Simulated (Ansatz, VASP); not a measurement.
## Hf in VASP and in Ansatz

```
Hf
1.0
     0.00000    2.39760    2.04240
     2.39760    0.00000    2.04240
     2.39760    2.39760    0.00000
Hf
1
Direct
  0.00000 0.00000 0.00000
```

Change from the starting cell: strain +0.080 along x and y, -0.080 along z, atoms carried along.

Alike in both runs: task single point; functional r2SCAN; k mesh 18 × 18 × 18; occupations gaussian, width 0.15 eV; no spin polarisation.

```csv
,VASP,Ansatz
version,VASP 6.6.1,Ansatz 0.2.0
potentials or method,"VASP PAW PBE potentials, release 64 (Hf_pv), cutoff 520 eV","scalar-relativistic, plane waves, PAW"
valence electrons in the cell,10,26
```

VASP gave:

| Quantity | Value |
| --- | --- |
| gap on the k mesh at the Fermi level (eV) | none |
| pressure (GPa) | -5.0 |
| traceless stress, the component that is largest in VASP (GPa) | 3.79 |

Question: Which values does Ansatz return?

Answer: gap on the k mesh at the Fermi level (eV): none; pressure (GPa): -4.5; traceless stress, the component that is largest in VASP (GPa): 3.76.

VASP's potentials were made for PBE, not for r2SCAN. A gap of «none» marks a metal or a gap that the smearing closes. The functional is the same, so the differences come from potentials, cutoffs and numerics. VASP's potentials hold 10 valence electrons a cell and Ansatz's 26, so a difference there can come from the potentials and not from the codes.

Spin-orbit coupling is off throughout.
